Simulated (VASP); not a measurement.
# TiSi2 (Fddd) in VASP: single point with LDA

Aim: the single point of TiSi2 with LDA.

Everything below comes from runs of VASP 6.6.1. Logs are shortened: lines on timing, memory, paths and dates and some standing lists are left out, and cuts for length are marked.

### Step 1. The cell of the first run

It takes space group Fddd (No. 70, orthorhombic). The conventional cell has a = 4.808 Å, b = 8.272 Å, c = 8.556 Å, α = 90.00°, β = 90.00°, γ = 90.00°. Within 3.4 Å of Ti (site symmetry 222) lie 10 Si at 2.56 to 2.79 Å and 4 Ti at 3.21 Å. Within 3.3 Å of Si (site symmetry 2) lie 9 Si at 2.53 to 3.21 Å and 5 Ti at 2.56 to 2.79 Å.

### Step 2. Single point, LDA

Contents of INCAR:

```
SYSTEM = TiSi2
PREC = Accurate
ENCUT = 500
EDIFF = 1E-6
ISMEAR = 1
SIGMA = 0.1
LREAL = Auto
LASPH = .TRUE.
NELM = 120
ALGO = Normal
ISIF = 2
LWAVE = .FALSE.
LCHARG = .TRUE.
LELF = .TRUE.
LVHAR = .TRUE.
NBANDS = 190
GGA_COMPAT = .FALSE.
```

Contents of KPOINTS:

```
regular mesh
0
G
  2 2 2
  0 0 0
```

Contents of POSCAR:

```
TiSi2
1.0
    4.8081252051      8.2721766667      0.0000000000
    4.8081252051     -8.2721766667      0.0000000000
   -4.8081252051      0.0000000000     -8.5559772538
Ti Si
16 32
Direct
    0.2500000000      0.2500000000      0.0000000000
    0.3750000000      0.1250000000      0.2500000000
    0.2500000000      0.2500000000      0.5000000000
    0.3750000000      0.1250000000      0.7500000000
    0.2500000000      0.7500000000      0.0000000000
    0.3750000000      0.6250000000      0.2500000000
    0.2500000000      0.7500000000      0.5000000000
    0.3750000000      0.6250000000      0.7500000000
    0.7500000000      0.2500000000      0.0000000000
    0.8750000000      0.1250000000      0.2500000000
    0.7500000000      0.2500000000      0.5000000000
    0.8750000000      0.1250000000      0.7500000000
    0.7500000000      0.7500000000      0.0000000000
    0.8750000000      0.6250000000      0.2500000000
    0.7500000000      0.7500000000      0.5000000000
    0.8750000000      0.6250000000      0.7500000000
    0.4183743433      0.0816256567      0.0000000000
    0.0816256567      0.4183743433      0.0000000000
    0.0433743433      0.4566256567      0.2500000000
    0.2066256567      0.2933743433      0.2500000000
    0.4183743433      0.0816256567      0.5000000000
    0.0816256567      0.4183743433      0.5000000000
    0.0433743433      0.4566256567      0.7500000000
    0.2066256567      0.2933743433      0.7500000000
    0.4183743433      0.5816256567      0.0000000000
    0.0816256567      0.9183743433      0.0000000000
    0.0433743433      0.9566256567      0.2500000000
    0.2066256567      0.7933743433      0.2500000000
    0.4183743433      0.5816256567      0.5000000000
    0.0816256567      0.9183743433      0.5000000000
    0.0433743433      0.9566256567      0.7500000000
    0.2066256567      0.7933743433      0.7500000000
    0.9183743433      0.0816256567      0.0000000000
    0.5816256567      0.4183743433      0.0000000000
    0.5433743433      0.4566256567      0.2500000000
    0.7066256567      0.2933743433      0.2500000000
    0.9183743433      0.0816256567      0.5000000000
    0.5816256567      0.4183743433      0.5000000000
    0.5433743433      0.4566256567      0.7500000000
    0.7066256567      0.2933743433      0.7500000000
    0.9183743433      0.5816256567      0.0000000000
    0.5816256567      0.9183743433      0.0000000000
    0.5433743433      0.9566256567      0.2500000000
    0.7066256567      0.7933743433      0.2500000000
    0.9183743433      0.5816256567      0.5000000000
    0.5816256567      0.9183743433      0.5000000000
    0.5433743433      0.9566256567      0.7500000000
    0.7066256567      0.7933743433      0.7500000000
```

Potentials or basis: VASP PAW LDA potentials, release 64 (Ti_sv, Si).

The run is started by

```sh
cat potpaw_LDA.64/Ti_sv/POTCAR potpaw_LDA.64/Si/POTCAR > POTCAR
mpirun -np 1 vasp_std > vasp.out
```

OUTCAR:

```text
SYSTEM = TiSi2
   PREC = Accurate
   ENCUT = 500
   EDIFF = 1E-6
   ISMEAR = 1
   LREAL = Auto
   LASPH = .TRUE.
   NELM = 120
   ISIF = 2

 ion  position               nearest neighbor table
   1  0.250  0.250  0.000-  20 2.56  24 2.56  31 2.56  35 2.56  25 2.76  33 2.76  34 2.76  26 2.76
                            17 2.79  18 2.79
   2  0.375  0.125  0.250-  17 2.56  21 2.56  26 2.56  38 2.56  28 2.76  35 2.76  36 2.76  27 2.76
                            20 2.79  43 2.79
   3  0.250  0.250  0.500-  20 2.56  24 2.56  27 2.56  39 2.56  30 2.76  37 2.76  38 2.76  29 2.76
                            22 2.79  21 2.79
   4  0.375  0.125  0.750-  17 2.56  21 2.56  30 2.56  34 2.56  32 2.76  31 2.76  39 2.76  40 2.76
                            24 2.79  47 2.79
   5  0.250  0.750  0.000-  23 2.56  28 2.56  32 2.56  43 2.56  17 2.76  41 2.76  42 2.76  18 2.76
                            26 2.79  25 2.79
   6  0.375  0.625  0.250-  18 2.56  25 2.56  29 2.56  46 2.56  20 2.76  43 2.76  44 2.76  19 2.76
                            35 2.79  28 2.79
   7  0.250  0.750  0.500-  19 2.56  28 2.56  32 2.56  47 2.56  22 2.76  45 2.76  46 2.76  21 2.76
                            29 2.79  30 2.79
   8  0.375  0.625  0.750-  22 2.56  25 2.56  29 2.56  42 2.56  24 2.76  23 2.76  47 2.76  48 2.76
                            39 2.79  32 2.79
   9  0.750  0.250  0.000-  19 2.56  36 2.56  40 2.56  47 2.56  17 2.76  41 2.76  42 2.76  18 2.76
                            34 2.79  33 2.79
  10  0.875  0.125  0.250-  22 2.56  33 2.56  37 2.56  42 2.56  19 2.76  20 2.76  43 2.76  44 2.76
                            27 2.79  36 2.79
  11  0.750  0.250  0.500-  23 2.56  36 2.56  40 2.56  43 2.56  21 2.76  22 2.76  45 2.76  46 2.76
                            37 2.79  38 2.79
[... 80 lines left out ...]
  Lattice vectors:

 A1 = (   0.0000000000,  -8.2721766667,  -8.5559772538)
 A2 = (   4.8081252051,   0.0000000000,  -8.5559772538)
 A3 = (   4.8081252051,  -8.2721766667,   0.0000000000)

Analysis of symmetry for initial positions (statically):
=====================================================================
 Subroutine PRICEL returns following result:

  LATTYP: Found a face centered orthorhombic cell.
 ALAT       =     4.8081252051
 B/A-ratio  =     1.7204578321
 C/A-ratio  =     1.7794830394

  Lattice vectors:

 A1 = (   0.0000000000,  -4.1360883334,  -4.2779886269)
 A2 = (   2.4040626025,   0.0000000000,  -4.2779886269)
 A3 = (   2.4040626025,  -4.1360883334,   0.0000000000)

   8 primitive cells build up your supercell.

 Routine SETGRP: Setting up the symmetry group for a
 face centered orthorhombic supercell.

 Subroutine GETGRP returns: Found  8 space group operations
 (whereof  4 operations were pure point group operations)
 out of a pool of  8 trial point group operations.

The static configuration has the point symmetry D_2 .
 The point group associated with its full space group is D_2h.

Analysis of symmetry for dynamics (positions and initial velocities):
=====================================================================
 Subroutine PRICEL returns following result:

  LATTYP: Found a face centered orthorhombic cell.
 ALAT       =     4.8081252051
 B/A-ratio  =     1.7204578321
 C/A-ratio  =     1.7794830394

  Lattice vectors:

 A1 = (   0.0000000000,  -4.1360883334,  -4.2779886269)
 A2 = (   2.4040626025,   0.0000000000,  -4.2779886269)
 A3 = (   2.4040626025,  -4.1360883334,   0.0000000000)

   8 primitive cells build up your supercell.

 Routine SETGRP: Setting up the symmetry group for a
 face centered orthorhombic supercell.

 Subroutine GETGRP returns: Found  8 space group operations
 (whereof  4 operations were pure point group operations)
 out of a pool of  8 trial point group operations.

The dynamic configuration has the point symmetry D_2 .
 The point group associated with its full space group is D_2h.

 Subroutine INISYM returns: Found  8 space group operations
 (whereof  4 operations are pure point group operations),
 and found     8 'primitive' translations

----------------------------------------------------------------------------------------

                                     Primitive cell

  volume of cell :      85.0756

  direct lattice vectors                    reciprocal lattice vectors
     0.000000000 -4.136088333 -4.277988627    -0.207981273 -0.120887167 -0.116877356
     2.404062603  0.000000000 -4.277988627     0.207981273  0.120887167 -0.116877356
     2.404062603 -4.136088333  0.000000000     0.207981273 -0.120887167  0.116877356

  length of vectors
     5.950496903  4.907209359  4.784009166     0.267451366  0.267451366  0.267451366

  position of ions in fractional coordinates (direct lattice)
     0.500000000  0.500000000  0.500000000
     0.750000000  0.750000000  0.750000000
     0.163251313  0.836748687  0.163251313
     0.836748687  0.163251313  0.836748687
     0.413251313  0.086748687  0.413251313
     0.086748687  0.413251313  0.086748687

  ion indices of the primitive-cell ions
   primitive index   ion index
                 1           1
                 2           2
                 3          17
                 4          18
                 5          19
                 6          20

----------------------------------------------------------------------------------------

 KPOINTS: regular mesh

Automatic generation of k-mesh.
 Grid dimensions read from file:
 generate k-points for:    2    2    2

 Generating k-lattice:

  Cartesian coordinates                     Fractional coordinates (reciprocal lattice)
     0.051995318  0.030221792 -0.029219339     0.500000000  0.000000000  0.000000000
     0.051995318 -0.030221792 -0.029219339     0.000000000  0.500000000  0.000000000
     0.000000000  0.000000000 -0.058438678     0.000000000  0.000000000  0.500000000

  Length of vectors
     0.066862842  0.066862842  0.058438678

  Shift w.r.t. Gamma in fractional coordinates (k-lattice)
     0.000000000  0.000000000  0.000000000

 Subroutine IBZKPT returns following result:
 ===========================================

 Found      5 irreducible k-points:

 Following reciprocal coordinates:
            Coordinates               Weight
  0.000000  0.000000  0.000000      1.000000
  0.500000  0.000000  0.000000      4.000000
  0.500000  0.500000  0.000000      1.000000
  0.000000  0.000000  0.500000      1.000000
  0.500000  0.500000  0.500000      1.000000
   k-points           NKPTS =      5   k-points in BZ     NKDIM =      5   number of bands    NBANDS=    190
   number of dos      NEDOS =    301   number of ions     NIONS =     48
   total plane-waves  NPLWV = 352800
   dimension x,y,z NGX =    70 NGY =   70 NGZ =   72
   dimension x,y,z NGXF=   140 NGYF=  140 NGZF=  144
   ions per type =              16  32
   NGX,Y,Z   is equivalent  to a cutoff of  12.16, 12.16, 12.20 a.u.
   NGXF,Y,Z  is equivalent  to a cutoff of  24.33, 24.33, 24.39 a.u.
 SYSTEM =  TiSi2
   PREC   = accura    normal or accurate (medium, high low for compatibility)
   ISTART =      0    job   : 0-new  1-cont  2-samecut
   ICHARG =      2    charge: 1-file 2-atom 10-const
   ISPIN  =      1    spin polarized calculation?
   LNONCOLLINEAR =      F non collinear calculations
   LSORBIT =      F    spin-orbit coupling
   LASPH  =      T    aspherical Exc in radial PAW
   ENCUT  =  500.0 eV  36.75 Ry    6.06 a.u.  17.44 17.44 17.89*2*pi/ulx,y,z
   NELM   =    120;   NELMIN=  2; NELMDL= -5     # of ELM steps
   EDIFF  = 0.1E-05   stopping-criterion for ELM
   LREAL  =      T    real-space projection
   EDIFFG = 0.1E-04   stopping-criterion for IOM
   NSW    =      0    number of steps for IOM
   IBRION =     -1    ionic relax: 0-MD 1-quasi-New 2-CG
   NFREE  =      0    steps in history (QN), initial steepest desc. (CG)
   ISIF   =      2    stress and relaxation
   ISYM   =      2    0-nonsym 1-usesym 2-fastsym
   POTIM  = 0.5000    time-step for ionic-motion
   TEBEG  =    0.0;   TEEND  =   0.0 temperature during run
   PSTRESS=    0.0 pullay stress
   NELECT =     320.0000    total number of electrons
   NUPDOWN=      -1.0000    fix difference up-down
   EMIN   =  10.00;   EMAX   =-10.00  energy-range for DOS
   EFERMI =   0.00;   METHOD = LEGACY
   ISMEAR =     1;   SIGMA  =   0.10  broadening in eV -4-tet -1-fermi 0-gaus
   EFERMI_NEDOS =   21; number of points for ismear=-14 and -15
   IALGO  =     38    algorithm
   IMIX   =      4    mixing-type and parameters
     AMIX     =   0.40;   BMIX     =  1.00
     AMIX_MAG =   1.60;   BMIX_MAG =  1.00
  volume/ion in A,a.u.               =      14.18        95.69
  Fermi-wavevector in a.u.,A,eV,Ry     =   1.272994  2.405610 22.048435  1.620514
  Thomas-Fermi vector in A             =   2.405842
   LORBIT       =      0    0 simple, 1 ext, 2 COOP (PROOUT), +10 PAW based schemes
   GGA     = CA    functional components
   LHFCALC =     F    Hartree Fock is set to
   AEXX    =    0.0000 exact exchange contribution
   IVDW    =     0    specifies the selected vdW correction
   LEPSILON=     F    determine dielectric tensor
   LRPA    =     F    only Hartree local field effects (RPA)
 non-spin polarized calculation
 Methfessel and Paxton  Order N= 1 SIGMA  =   0.10
  energy-cutoff  :      500.00
  volume of cell :      680.61
 maximum number of plane-waves:     17356
 NGX is ok and might be reduce to    70
   NGX = 35   NGY = 35   NGZ = 35

 number of electron     319.9999990 magnetization

 Free energy of the ion-electron system (eV)
  ---------------------------------------------------
  ext. energy  EPLUGINS =         0.00000000
  ---------------------------------------------------
  free energy    TOTEN  =      -359.36537606 eV

  energy without entropy =     -359.36396618  energy(sigma->0) =     -359.36490610

 E-fermi :   9.9597     XC(G=0): -11.8279

 val. band max:        9.9403733562   @ k =   0.0000   0.0000   0.5000
 cond. band min:      10.0192665945   @ k =   0.5000   0.5000   0.5000
 fundamental gap:      0.0788932384
 Fermi energy:         9.9597066516

 k-point     1 :       0.0000    0.0000    0.0000
  band No.  band energies     occupation
      1     -45.6887      2.00000
      2     -45.6812      2.00000
      3     -45.6812      2.00000
      4     -45.6812      2.00000
      5     -45.6812      2.00000
      6     -45.6742      2.00000
[... 864 lines left out ...]
    171      11.0768     -0.00000
    172      11.0768     -0.00000
 [bands above 172 left out]

------------------------ aborting loop because EDIFF is reached ----------------------------------------

  FORCE on cell =-STRESS in cart. coord.  units (eV):
  Direction    XX          YY          ZZ          XY          YZ          ZX
  --------------------------------------------------------------------------------------
  -------------------------------------------------------------------------------------
  Total      -29.8519030    -23.8562675    -34.6556609      0.0000000      0.0000000      0.0000000
  in kB      -70.2728258    -56.1588095    -81.5811047      0.0000000      0.0000000      0.0000000
  external PRESSURE =     -69.3375800 kB  Pullay stress =       0.0000000 kB

 VOLUME and BASIS-vectors are now :
 -----------------------------------------------------------------------------
  energy-cutoff  :      500.00
  volume of cell :      680.61
      direct lattice vectors                 reciprocal lattice vectors
     4.808125205  8.272176667  0.000000000     0.103990636  0.060443583 -0.058438678
     4.808125205 -8.272176667  0.000000000     0.103990636 -0.060443583 -0.058438678
    -4.808125205  0.000000000 -8.555977254     0.000000000  0.000000000 -0.116877356

 POSITION                                       TOTAL-FORCE (eV/Angst)
 -----------------------------------------------------------------------------------
      2.40406      0.00000      0.00000        -0.000000      0.000000      0.000000
      1.20203      2.06804     -2.13899        -0.000000      0.000000      0.000000
      0.00000      0.00000     -4.27799        -0.000000      0.000000      0.000000
     -1.20203      2.06804     -6.41698        -0.000000      0.000000      0.000000
      4.80813     -4.13609      0.00000        -0.000000      0.000000      0.000000
      3.60609     -2.06804     -2.13899        -0.000000      0.000000     -0.000000
[... 40 lines left out ...]
      3.60609     -3.41849     -6.41698         0.000000     -0.095228      0.000000
      3.60609     -0.71760     -6.41698         0.000000      0.095228     -0.000000
 -----------------------------------------------------------------------------------
    total drift:                               -0.000000     -0.000001      0.000000

  FREE ENERGIE OF THE ION-ELECTRON SYSTEM (eV)
  ---------------------------------------------------
  free  energy   TOTEN  =      -359.3653760637 eV

  energy  without entropy=     -359.3639661780  energy(sigma->0) =     -359.36490610
```

Wall time 32 min (1 thread of Intel Xeon 8259CL, shared host); peak memory 0.72 GiB.

Results:

```yaml
Free_energy: -359.3654 eV
Pressure: -6.9 GPa
Largest_force: 0.095 eV/Å
Band_gap_on_the_k_mesh: zero (bands 160 and 161 overlap by 0.20 eV)
```

Forces on the atoms (eV/Å):
```
Ti   0.000  0.000  0.000
Ti   0.000  0.000  0.000
Ti   0.000  0.000  0.000
Ti   0.000  0.000  0.000
Ti   0.000  0.000  0.000
Ti   0.000  0.000  0.000
Ti   0.000  0.000  0.000
Ti   0.000  0.000  0.000
Ti   0.000  0.000  0.000
Ti   0.000  0.000  0.000
Ti   0.000  0.000  0.000
Ti   0.000  0.000  0.000
Ti   0.000  0.000  0.000
Ti   0.000  0.000  0.000
Ti   0.000  0.000  0.000
Ti   0.000  0.000  0.000
Si   0.000 -0.095  0.000
Si   0.000  0.095  0.000
Si   0.000 -0.095  0.000
Si   0.000  0.095  0.000
Si   0.000 -0.095  0.000
Si   0.000  0.095  0.000
Si   0.000 -0.095  0.000
Si   0.000  0.095  0.000
Si   0.000 -0.095  0.000
Si   0.000  0.095  0.000
Si   0.000 -0.095  0.000
Si   0.000  0.095  0.000
Si   0.000 -0.095  0.000
Si   0.000  0.095  0.000
Si   0.000 -0.095  0.000
Si   0.000  0.095  0.000
Si   0.000 -0.095  0.000
Si   0.000  0.095  0.000
Si   0.000 -0.095  0.000
Si   0.000  0.095  0.000
Si   0.000 -0.095  0.000
Si   0.000  0.095  0.000
Si   0.000 -0.095  0.000
Si   0.000  0.095  0.000
Si   0.000 -0.095  0.000
Si   0.000  0.095  0.000
Si   0.000 -0.095  0.000
Si   0.000  0.095  0.000
Si   0.000 -0.095  0.000
Si   0.000  0.095  0.000
Si   0.000 -0.095  0.000
Si   0.000  0.095  0.000
```

Levels at points of the mesh, in eV from the Fermi level:
| k point | band 158 | band 159 | band 160 | band 161 | band 162 | band 163 |
| --- | --- | --- | --- | --- | --- | --- |
| (0.00, 0.00, 0.00) | 0.08 | 0.08 | 0.08 | 0.08 | 0.69 | 0.69 |
| (0.50, 0.00, 0.00) | -0.44 | -0.29 | -0.29 | 0.26 | 0.26 | 0.33 |
| (0.50, 0.50, 0.00) | -0.50 | -0.13 | -0.13 | -0.13 | -0.13 | 0.66 |
| (0.00, 0.00, 0.50) | -0.67 | -0.02 | -0.02 | -0.02 | -0.02 | 0.64 |
| (0.50, 0.50, 0.50) | -0.38 | -0.11 | -0.11 | 0.06 | 0.06 | 0.39 |

Caveat: the k points lie up to 0.42 Å⁻¹ apart.

The gap in the log of VASP goes by the Fermi energy; the results here count the filled bands.